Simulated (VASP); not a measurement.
# GeSe (Pnma) in VASP: single point with r2SCAN

Aim: the single point of GeSe with r2SCAN.

Program: VASP 6.6.1. These are calculated values, not measurements. Logs are shortened: lines on timing, memory, paths and dates and some standing lists are left out, and cuts for length are marked.

### Step 1. The cell of the first run

It takes space group Pnma (No. 62, orthorhombic). Conventional cell: a = 10.811 Å, b = 3.827 Å, c = 4.388 Å, α = 90.00°, β = 90.00°, γ = 90.00°. Ge (site symmetry m) has 6 Se at 2.54 to 3.39 Å and 2 Ge at 3.37 Å within 3.4 Å. Within 3.4 Å of Se (site symmetry m) lie 6 Ge at 2.54 to 3.39 Å.

### Step 2. Single point, r2SCAN

File POSCAR:

```
GeSe
1.0
    4.3883280000      0.0000000000      0.0000000000
    0.0000000000      3.8272630000      0.0000000000
    0.0000000000      0.0000000000     10.8105160000
Ge Se
4 4
Direct
    0.1060000000      0.2500000000      0.8790000000
    0.3940000000      0.2500000000      0.3790000000
    0.6060000000      0.7500000000      0.6210000000
    0.8940000000      0.7500000000      0.1210000000
    0.5030000000      0.2500000000      0.1480000000
    0.9970000000      0.2500000000      0.6480000000
    0.0030000000      0.7500000000      0.3520000000
    0.4970000000      0.7500000000      0.8520000000
```

File INCAR.step1:

```
ALGO = Normal
EDIFF = 1E-5
ENCUT = 550
GGA = PE
GGA_COMPAT = False
ISMEAR = -1
LASPH = True
LCHARG = False
LREAL = False
LWAVE = True
NBANDS = 50
NELM = 120
PREC = Accurate
SIGMA = 0.0131
```

File INCAR.step2:

```
ALGO = Normal
EDIFF = 1E-6
ENCUT = 550
GGA_COMPAT = False
ISIF = 2
ISMEAR = -1
ISTART = 1
LASPH = True
LCHARG = False
LMIXTAU = True
LREAL = False
LWAVE = False
METAGGA = R2SCAN
NBANDS = 50
NELM = 120
PREC = Accurate
SIGMA = 0.0131
```

File KPOINTS:

```
k-points
0
Gamma
  6 7 3
```

Potentials or basis: VASP PAW PBE potentials, release 64 (Ge_d, Se).

Command:

```
cat potpaw_PBE.64/Ge_d/POTCAR potpaw_PBE.64/Se/POTCAR > POTCAR
cp INCAR.step1 INCAR
mpirun -np 1 vasp_std > vasp.out
cp INCAR.step2 INCAR
mpirun -np 1 vasp_std > vasp.out
```

OUTCAR:

```text
EDIFF = 1E-6
   ENCUT = 550
   ISIF = 2
   ISMEAR = -1
   ISTART = 1
   LASPH = True
   LREAL = False
   METAGGA = R2SCAN
   NELM = 120
   PREC = Accurate

 ion  position               nearest neighbor table
   1  0.106  0.250  0.879-   6 2.54   8 2.59   8 2.59
   2  0.394  0.250  0.379-   5 2.54   7 2.59   7 2.59
   3  0.606  0.750  0.621-   8 2.54   6 2.59   6 2.59
   4  0.894  0.750  0.121-   7 2.54   5 2.59   5 2.59
   5  0.503  0.250  0.148-   2 2.54   4 2.59   4 2.59
   6  0.997  0.250  0.648-   1 2.54   3 2.59   3 2.59
   7  0.003  0.750  0.352-   4 2.54   2 2.59   2 2.59
   8  0.497  0.750  0.852-   3 2.54   1 2.59   1 2.59

  LATTYP: Found a simple orthorhombic cell.
 ALAT       =     3.8272630000
 B/A-ratio  =     1.1465969284
 C/A-ratio  =     2.8246075590

  Lattice vectors:

 A1 = (   0.0000000000,  -3.8272630000,   0.0000000000)
 A2 = (   4.3883280000,   0.0000000000,   0.0000000000)
 A3 = (   0.0000000000,   0.0000000000,  10.8105160000)

Analysis of symmetry for initial positions (statically):
=====================================================================
 Subroutine PRICEL returns:
 Original cell was already a primitive cell.

 Routine SETGRP: Setting up the symmetry group for a
 simple orthorhombic supercell.

 Subroutine GETGRP returns: Found  8 space group operations
 (whereof  2 operations were pure point group operations)
 out of a pool of  8 trial point group operations.

The static configuration has the point symmetry S_2 .
 The point group associated with its full space group is D_2h.

Analysis of symmetry for dynamics (positions and initial velocities):
=====================================================================
 Subroutine PRICEL returns:
 Original cell was already a primitive cell.

 Routine SETGRP: Setting up the symmetry group for a
 simple orthorhombic supercell.

 Subroutine GETGRP returns: Found  8 space group operations
 (whereof  2 operations were pure point group operations)
 out of a pool of  8 trial point group operations.

The dynamic configuration has the point symmetry S_2 .
 The point group associated with its full space group is D_2h.

 Subroutine INISYM returns: Found  8 space group operations
 (whereof  2 operations are pure point group operations),
 and found     1 'primitive' translations

[... 109 lines left out ...]
   NSW    =      0    number of steps for IOM
   IBRION =     -1    ionic relax: 0-MD 1-quasi-New 2-CG
   NFREE  =      0    steps in history (QN), initial steepest desc. (CG)
   ISIF   =      2    stress and relaxation
   ISYM   =      2    0-nonsym 1-usesym 2-fastsym
   POTIM  = 0.5000    time-step for ionic-motion
   TEBEG  =    0.0;   TEEND  =   0.0 temperature during run
   PSTRESS=    0.0 pullay stress
   NELECT =      80.0000    total number of electrons
   NUPDOWN=      -1.0000    fix difference up-down
   EMIN   =  10.00;   EMAX   =-10.00  energy-range for DOS
   EFERMI =   0.00;   METHOD = LEGACY
   ISMEAR =    -1;   SIGMA  =   0.01  broadening in eV -4-tet -1-fermi 0-gaus
   EFERMI_NEDOS =   21; number of points for ismear=-14 and -15
   IALGO  =     38    algorithm
   IMIX   =      4    mixing-type and parameters
     AMIX     =   0.40;   BMIX     =  1.00
     AMIX_MAG =   1.60;   BMIX_MAG =  1.00
  volume/ion in A,a.u.               =      22.70       153.16
  Fermi-wavevector in a.u.,A,eV,Ry     =   1.245739  2.354104 21.114397  1.551864
  Thomas-Fermi vector in A             =   2.379947
   LORBIT       =      0    0 simple, 1 ext, 2 COOP (PROOUT), +10 PAW based schemes
   METAGGA = R2SCAN    functional components
   LHFCALC =     F    Hartree Fock is set to
   AEXX    =    0.0000 exact exchange contribution
   IVDW    =     0    specifies the selected vdW correction
   LEPSILON=     F    determine dielectric tensor
   LRPA    =     F    only Hartree local field effects (RPA)
 non-spin polarized calculation
  energy-cutoff  :      550.00
  volume of cell :      181.57
 maximum number of plane-waves:      5359
 NGX is ok and might be reduce to    36
   NGX = 17   NGY = 15   NGZ = 41

 number of electron      79.9999982 magnetization

 Free energy of the ion-electron system (eV)
  ---------------------------------------------------
  ext. energy  EPLUGINS =         0.00000000
  ---------------------------------------------------
  free energy    TOTEN  =      -114.22149239 eV

  energy without entropy =     -114.22149239  energy(sigma->0) =     -114.22149239

 E-fermi :   4.6117     XC(G=0): -10.6223

 val. band max:        4.2667257351   @ k =   0.3333   0.0000   0.0000
 cond. band min:       5.1273740986   @ k =   0.0000   0.0000   0.0000
 fundamental gap:      0.8606483635
 Fermi energy:         4.6117481532

 k-point     1 :       0.0000    0.0000    0.0000
  band No.  band energies     occupation
      1     -20.9883      2.00000
      2     -20.9848      2.00000
      3     -20.9846      2.00000
      4     -20.9828      2.00000
      5     -20.9826      2.00000
      6     -20.9824      2.00000
[... 1261 lines left out ...]
     49       8.7965      0.00000
     50       8.7965      0.00000

 [... further k-points ...]

------------------------ aborting loop because EDIFF is reached ----------------------------------------

  FORCE on cell =-STRESS in cart. coord.  units (eV):
  Direction    XX          YY          ZZ          XY          YZ          ZX
  --------------------------------------------------------------------------------------
  -------------------------------------------------------------------------------------
  Total        1.4582336      1.3625900      2.4001137      0.0000000      0.0000000      0.0000000
  in kB       12.8677872     12.0238063     21.1791530      0.0000000      0.0000000      0.0000000
  external PRESSURE =      15.3569155 kB  Pullay stress =       0.0000000 kB

 VOLUME and BASIS-vectors are now :
 -----------------------------------------------------------------------------
  energy-cutoff  :      550.00
  volume of cell :      181.57
      direct lattice vectors                 reciprocal lattice vectors
     4.388328000  0.000000000  0.000000000     0.227877223  0.000000000  0.000000000
     0.000000000  3.827263000  0.000000000     0.000000000  0.261283324  0.000000000
     0.000000000  0.000000000 10.810516000     0.000000000  0.000000000  0.092502523

 POSITION                                       TOTAL-FORCE (eV/Angst)
 -----------------------------------------------------------------------------------
      0.46516      0.95682      9.50244         0.191535     -0.000000     -0.072956
      1.72900      0.95682      4.09719        -0.191535     -0.000000     -0.072956
      2.65933      2.87045      6.71333         0.191535      0.000000      0.072956
      3.92317      2.87045      1.30807        -0.191535      0.000000      0.072956
      2.20733      0.95682      1.59996         0.203836      0.000000     -0.075119
      4.37516      0.95682      7.00521        -0.203836      0.000000     -0.075119
      0.01316      2.87045      3.80530         0.203836     -0.000000      0.075119
      2.18100      2.87045      9.21056        -0.203836      0.000000      0.075119
 -----------------------------------------------------------------------------------
    total drift:                                0.000000      0.000000     -0.000000

  FREE ENERGIE OF THE ION-ELECTRON SYSTEM (eV)
  ---------------------------------------------------
  free  energy   TOTEN  =      -114.2214923914 eV

  energy  without entropy=     -114.2214923914  energy(sigma->0) =     -114.22149239
```

OUTCAR.step1:

```text
EDIFF = 1E-5
   ENCUT = 550
   GGA = PE
   ISMEAR = -1
   LASPH = True
   LREAL = False
[... 1519 lines left out ...]
      4.37516      0.95682      7.00521         0.019727     -0.000000     -0.237684
      0.01316      2.87045      3.80530        -0.019727      0.000000      0.237684
      2.18100      2.87045      9.21056         0.019727     -0.000000      0.237684
 -----------------------------------------------------------------------------------
    total drift:                                0.000000      0.000000     -0.000000

  FREE ENERGIE OF THE ION-ELECTRON SYSTEM (eV)
  ---------------------------------------------------
  free  energy   TOTEN  =       -33.7681960471 eV

  energy  without entropy=      -33.7681960471  energy(sigma->0) =      -33.76819605
```

Wall time 6.8 min (1 thread of Intel Xeon 6975P-C (Granite Rapids), shared host); peak memory 0.47 GiB.

Results:

```
Free energy            : -114.2215 eV
Pressure               : 1.5 GPa
Largest force          : 0.217 eV/Å
Band gap on the k mesh : 0.86 eV (least direct gap 0.95 eV)
```

Forces on the atoms (eV/Å):
```
Ge   0.192  0.000 -0.073
Ge  -0.192  0.000 -0.073
Ge   0.192  0.000  0.073
Ge  -0.192  0.000  0.073
Se   0.204  0.000 -0.075
Se  -0.204  0.000 -0.075
Se   0.204  0.000  0.075
Se  -0.204  0.000  0.075
```

Stress tensor (GPa, compression positive):
```
1.29 0.00 0.00
0.00 1.20 0.00
0.00 0.00 2.12
```

Levels at points of the mesh, in eV from the valence-band top:
```
           k point  band 37  band 38  band 39  band 40  band 41  band 42  band 43  band 44
(0.00, 0.00, 0.00)    -1.45    -1.12    -0.86    -0.09     0.86     2.95     3.07     3.09
(0.50, 0.00, 0.00)    -0.94    -0.94    -0.35    -0.35     1.59     1.59     2.29     2.29
```

Caveat: the PAW data sets were made with another functional, which shifts forces and pressure a little; an odd mesh through Γ misses points on the zone boundary, where band edges can lie.
